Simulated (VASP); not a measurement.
A run of VASP 6.6.1:

The input INCAR:

```
SYSTEM = Ni
ALGO = Fast
EDIFF = 1E-6
ENCUT = 520
GGA = PE
ISIF = 2
ISMEAR = -1
ISPIN = 2
LASPH = .TRUE.
LCHARG = .TRUE.
LELF = .TRUE.
LMAXMIX = 4
LORBIT = 11
LREAL = .FALSE.
LVHAR = .TRUE.
LWAVE = .FALSE.
MAGMOM = 1
NBANDS = 15
NELM = 150
PREC = Accurate
SIGMA = 0.05
```

KPOINTS

```
k-points
0
G
  13 13 13
  0 0 0
```

Contents of POSCAR:

```
Ni
1.0
   -1.3837154700      1.3837154700      1.3837154700
    1.3837154700     -1.3837154700      1.3837154700
    1.3837154700      1.3837154700     -1.3837154700
Ni
1
Direct
    0.0000000000      0.0000000000      0.0000000000
```

Potentials or basis: VASP PAW PBE potentials, release 64 (Ni).

Run with:

```sh
$ cat potpaw_PBE.64/Ni/POTCAR > POTCAR
$ mpirun -np 1 vasp_std > vasp.out
```

Hardware: 1 thread of Intel(R) Xeon(R) Platinum 8488C (Sapphire Rapids) (shared host).

Question: How long does it take, and how much memory?

Answer: Wall time 20 s on 1 thread of Intel(R) Xeon(R) Platinum 8488C (Sapphire Rapids) (shared host), peak memory 0.14 GiB. Counts: scf iterations 13, k points 84.
